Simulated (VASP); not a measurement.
The system is BaZrO3.

```
Ba Zr O
1.0
     4.19134    0.00000    0.00000
     0.00000    4.19134    0.00000
     0.00000    0.00000    4.19134
Ba Zr O
1 1 3
Cartesian
  0.0000 0.0000 0.0000
  2.0957 2.0957 2.0957
  0.0000 2.0957 2.0957
  2.0957 0.0000 2.0957
  2.0957 2.0957 0.0000
```

Base run:

| Quantity | Value |
| --- | --- |
| Program | VASP 6.6.1 |
| Functional | PBE |
| Potentials or basis | VASP PAW PBE potentials, release 64 (Ba_sv, Zr_sv, O) |
| Cutoff | 520 eV |
| k mesh | 8 × 8 × 8 |
| Occupations | gaussian, width 0.01 eV |
| Spin | no spin polarisation |

Its results: band gap on the k mesh 3.19 eV, indirect (least direct gap 3.41 eV); pressure 5.1 GPa.

Question: The run is repeated on the same cell with these changes: k mesh from 8 × 8 × 8 to 2 × 2 × 2. What comes out?

Answer: Band gap on the k mesh 2.99 eV, indirect (least direct gap 3.22 eV); pressure 6.9 GPa.

Caveats: some runs use coarse meshes; spin-orbit coupling is left out, which moves the levels of the heavy elements.

A k mesh can miss the band edges.
